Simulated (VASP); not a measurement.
## Si2O (antifluorite type): single point with PBE

The system is Si2O (antifluorite type).

```xyz
3
Lattice="0.0000 2.7740 2.7740 2.7740 0.0000 2.7740 2.7740 2.7740 0.0000" Properties=species:S:1:pos:R:3 pbc="T T T"
Si    1.3870    1.3870    1.3870
Si    4.1609    4.1609    4.1609
O     0.0000    0.0000    0.0000
```

- Program: VASP 6.6.1
- Task: single point
- Functional: PBE
- Potentials or basis: VASP PAW PBE potentials, release 64 (Si, O)
- Cutoff: 600 eV
- k mesh: 34 × 34 × 34
- Occupations: fermi-dirac, width 0.0612256 eV
- Spin: no spin polarisation

The pressure is -0.1 GPa. The band gap on the k mesh is zero (bands 7 and 8 overlap by 1.44 eV).

Levels at points of the mesh, in eV from the Fermi level:
| k point | band 5 | band 6 | band 7 | band 8 | band 9 | band 10 |
| --- | --- | --- | --- | --- | --- | --- |
| (0.00, 0.00, 0.00) | -4.47 | -0.49 | -0.49 | -0.49 | -0.34 | 5.21 |
| (0.50, 0.00, 0.00) | -5.06 | -0.42 | 0.17 | 0.17 | 2.30 | 3.46 |
| (0.50, 0.50, 0.00) | -4.87 | -3.83 | -0.33 | 1.64 | 1.64 | 5.63 |

Wall time 5.7 min on 1 thread of Intel(R) Xeon(R) Platinum 8488C (Sapphire Rapids), with other jobs on the host, peak memory 0.72 GiB.
